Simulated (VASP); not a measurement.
A run of VASP 6.6.1 is set up as follows.

INCAR

```
SYSTEM = Si
ALGO = Normal
EDIFF = 1E-7
ENCUT = 520
GGA = PE
ISIF = 2
ISMEAR = 1
LASPH = .TRUE.
LCHARG = .TRUE.
LELF = .TRUE.
LREAL = .FALSE.
LVHAR = .TRUE.
LWAVE = .FALSE.
NBANDS = 8
NELM = 80
PREC = Accurate
SIGMA = 0.05
```

File KPOINTS:

```
k-points
0
G
  18 18 18
  0 0 0
```

Contents of POSCAR:

```
Si
1.0
    2.3395012724      0.0000000000      0.0000000000
    0.0000000000      2.3395012724      0.0000000000
    0.0000000000      0.0000000000      2.3395012724
Si
1
Direct
    0.0000000000      0.0000000000      0.0000000000
```

Potentials or basis: VASP PAW PBE potentials, release 64 (Si).

Command:

```sh
$ cat potpaw_PBE.64/Si/POTCAR > POTCAR
$ mpirun -np 1 vasp_std > vasp.out
```

(1) What does it give for the band gap on the k mesh?

(2) Predict the pressure.

Results:

(1) zero (band 2 reaches 18.91 eV, above the bottom of band 3 at 8.54 eV).

(2) 39.8 GPa.
